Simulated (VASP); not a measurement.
Be: relaxation of cell and atoms with LDA

Be:

```
Be
1.0
     0.00000    1.30783    1.30783
     1.30783    0.00000    1.30783
     1.30783    1.30783    0.00000
Be
1
Direct
  0.00000 0.00000 0.00000
```

```
Program                : VASP 6.6.1
Task                   : relaxation of cell and atoms
Functional             : LDA
Potentials or basis    : VASP PAW LDA potentials, release 64 (Be)
Cutoff                 : 600 eV
k mesh                 : 25 × 25 × 25
Occupations            : fermi-dirac, width 0.05 eV
Spin                   : no spin polarisation
Target pressure        : 160 GPa
Dipole correction      : no
Further INCAR settings : ALGO = Normal; EDIFF = 1e-06; IBRION = 2; EDIFFG = -0.005; NSW = 32; ISIF = 3
```

The relaxed volume is 4.49 Å³/atom, the relaxed cell is a = 1.852 Å, b = 1.852 Å, c = 1.852 Å, α = 60.00°, β = 60.00°, γ = 60.00° and the space group after relaxing (to 0.05 Å) is Fm-3m (No. 225). The energy change on relaxing (the enthalpy is what falls) is -15.1 meV/atom, the ionic steps are 3 and the pressure after relaxing is 160.0 GPa. The band gap on the k mesh is zero (band 1 reaches 13.42 eV, above the bottom of band 2 at 12.25 eV).

The path:
| step | energy change (eV) | largest force (eV/Å) | pressure (GPa) | volume (Å³) |
| --- | --- | --- | --- | --- |
| 1 | 0.0000 | 0.0000 | 161.93 | 4.47 |
| 2 | -0.0349 | 0.0000 | 157.46 | 4.51 |
| 3 | -0.0151 | 0.0000 | 159.99 | 4.49 |

Final structure:
```xyz
1
Lattice="0.0000 1.3093 1.3093 1.3093 0.0000 1.3093 1.3093 1.3093 0.0000" Properties=species:S:1:pos:R:3 pbc="T T T"
Be    0.0000    0.0000    0.0000
```

Levels at points of the mesh, in eV from the Fermi level:
```
           k point  band 1  band 2  band 3  band 4
(0.00, 0.00, 0.00)  -14.81   29.86   29.86   29.86
```

Run time: 4.5 s on 1 thread of Intel(R) Xeon(R) 6975P-C (Granite Rapids) (shared host), peak memory 0.11 GiB.

Caveat: the cell is relaxed towards a set pressure, so the enthalpy falls and the energy may rise.
